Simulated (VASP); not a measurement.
Wanted: the native input for a VASP 6.6.1 run.

* Task: single point
* Functional: r2SCAN
* Potentials or basis: VASP PAW PBE potentials, release 64 (Li_sv, H)
* Cutoff: 520 eV
* k mesh: 10 × 10 × 10
* Occupations: gaussian, width 0.01 eV
* Spin: no spin polarisation
* Dipole correction: no
* Further INCAR settings: ALGO = Normal; EDIFF = 1e-06; NBANDS = 9

LiH:

```
Li H
1.0
     2.50166    0.00000    0.00000
     0.00000    2.50166    0.00000
     0.00000    0.00000    2.64400
Li H
1 1
Direct
  0.00000 0.00000 0.00000
  0.50000 0.50000 0.50000
```

This cell differs from its parent crystal: uniaxial z strain +5.7%.

The input as run:

POSCAR

```
LiH
1.0
    2.5016587118      0.0000000000      0.0000000000
    0.0000000000      2.5016587118      0.0000000000
    0.0000000000      0.0000000000      2.6440030925
Li H
1 1
Direct
    0.0000000000      0.0000000000      0.0000000000
    0.5000000000      0.5000000000      0.5000000000
```

INCAR.step1

```
ALGO = Normal
EDIFF = 1E-4
ENCUT = 520
GGA = PE
ISMEAR = 0
LASPH = T
LCHARG = F
LREAL = F
LWAVE = T
NBANDS = 9
NELM = 80
PREC = Accurate
SIGMA = 0.01
```

INCAR.step2

```
ALGO = Normal
EDIFF = 1E-6
ENCUT = 520
ISIF = 2
ISMEAR = 0
ISTART = 1
LASPH = T
LCHARG = F
LMIXTAU = T
LREAL = F
LWAVE = F
METAGGA = R2SCAN
NBANDS = 9
NELM = 80
PREC = Accurate
SIGMA = 0.01
```

KPOINTS

```
k-points
0
Gamma
  10 10 10
```

Potentials or basis: VASP PAW PBE potentials, release 64 (Li_sv, H).

Run with:

```sh
$ cat potpaw_PBE.64/Li_sv/POTCAR potpaw_PBE.64/H/POTCAR > POTCAR
$ cp INCAR.step1 INCAR
$ mpirun -np 1 vasp_std > vasp.out
$ cp INCAR.step2 INCAR
$ mpirun -np 1 vasp_std > vasp.out
```

Results of the run:

```
Band gap on the k mesh : 0.85 eV (least direct gap 4.61 eV)
```

Caveat: the cell differs from its parent crystal (uniaxial z strain +5.7%); the structure was generated, so it needn't be the stable form of LiH.

Wall time 50 s on 1 thread of Oxide Virtual Turin-like Processor (shared host), peak memory 0.1 GiB.
